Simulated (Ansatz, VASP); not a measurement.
# Sr in VASP and in Ansatz

The input INCAR:

```
PREC = Accurate ; ENCUT = 520
EDIFF = 1E-7 ; ISMEAR = -1
SIGMA = 0.1 ; LREAL = F
LASPH = T ; NELM = 80
ALGO = Normal ; ISIF = 2
LWAVE = F ; LCHARG = F
GGA = PE ; NBANDS = 17
```

The input KPOINTS:

```
regular mesh
0
Gamma
  10 10 10
```

POSCAR

```
Sr
1.0
    0.0000000000      4.6661235246      4.6661235246
    4.6661235246      0.0000000000      4.6661235246
    4.6661235246      4.6661235246      0.0000000000
Sr
2
Direct
    0.1250000000      0.1250000000      0.1250000000
    0.8750000000      0.8750000000      0.8750000000
```

Input for Ansatz:

```yaml
crystal:
  lattice:
    - [0.0, 4.6661235246, 4.6661235246]
    - [4.6661235246, 0.0, 4.6661235246]
    - [4.6661235246, 4.6661235246, 0.0]
  atoms:
    - { symbol: Sr, position: [0.125, 0.125, 0.125] }
    - { symbol: Sr, position: [0.875, 0.875, 0.875] }
hamiltonian:
  xc: pbe
  pseudopotentials:
    kind: paw
    azcp:
      Sr: "pseudopotentials/Sr.paw.azcp"
basis:
  ecutwfc: 420
  fft_grid_basis: typed
kpoints:
  mp_grid: { grid: [10, 10, 10], shift: [0, 0, 0] }
magnetization:
  spin_polarized: false
scf:
  occupations: { method: fermi_dirac, width: 0.1 }
output:
  stress: true
```

Alike in both runs: task single point; functional PBE; k mesh 10 × 10 × 10; occupations fermi-dirac, width 0.1 eV; no spin polarisation.

|  | VASP | Ansatz |
| --- | --- | --- |
| version | VASP 6.6.1 | Ansatz 0.2.0 |
| potentials or method | VASP PAW PBE potentials, release 64 (Sr_sv), cutoff 520 eV | plane waves (420 eV) with PAW, scalar-relativistic |
| valence electrons in the cell | 20 | 20 |

|  | VASP | Ansatz | Ansatz less VASP |
| --- | --- | --- | --- |
| pressure (GPa) | 0.3 | 0.3 | 0.00 |
